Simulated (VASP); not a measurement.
Wanted: the native input for a VASP 6.6.1 run.

```yaml
Task: single point
Functional: PBE
Potentials_or_basis: VASP PAW PBE potentials, release 64 (Hf_pv, Si, W_sv)
Cutoff: 520 eV
k_mesh: 6 × 6 × 2
Occupations: gaussian, width 0.1 eV
Spin: no spin polarisation
Dipole_correction: no
Further_INCAR_settings: ALGO = Normal; EDIFF = 1e-07; NBANDS = 35
```

The structure of Hf3Si2W lies in POSCAR:

```
Hf3Si2W
1.0
    3.8399803749      0.0000000000      0.0000000000
    0.0000000000      3.8399803749      0.0000000000
    0.0000000000      0.0000000000      7.3642472807
Hf Si W
3 2 1
Direct
    0.5000000000      0.5000000000      0.0000000000
    0.0000000000      0.5000000000      0.3634608587
    0.5000000000      0.0000000000      0.6365391413
    0.0000000000      0.5000000000      0.7368469928
    0.5000000000      0.0000000000      0.2631530072
    0.0000000000      0.0000000000      0.0000000000
```

The cell was generated, and may not be a known phase.

The input as run:

INCAR

```
PREC = Accurate ; ENCUT = 520
EDIFF = 1E-7 ; ISMEAR = 0
SIGMA = 0.1 ; LREAL = F
LASPH = T ; NELM = 80
ALGO = Normal ; ISIF = 2
LWAVE = F ; LCHARG = T
GGA = PE ; LELF = T
LVHAR = T ; NBANDS = 35
```

KPOINTS

```
regular mesh
0
Gamma
  6 6 2
```

Potentials or basis: VASP PAW PBE potentials, release 64 (Hf_pv, Si, W_sv).

Launch:

```bash
$ cat potpaw_PBE.64/Hf_pv/POTCAR potpaw_PBE.64/Si/POTCAR potpaw_PBE.64/W_sv/POTCAR > POTCAR
$ mpirun -np 1 vasp_std > vasp.out
```

It gave:

| Property | Result |
| --- | --- |
| Pressure | -0.5 GPa |
| Largest force | 0.028 eV/Å |
| Band gap on the k mesh | zero (bands 26 and 27 overlap by 1.22 eV) |

Caveat: the k points lie up to 0.43 Å⁻¹ apart, too coarse for converged energies and pressures of a metal; spin-orbit coupling is left out, which moves the levels of the heavy elements.

Run time: 45 s on 1 thread of Intel(R) Xeon(R) 6975P-C (Granite Rapids) (shared host), peak memory 0.25 GiB.
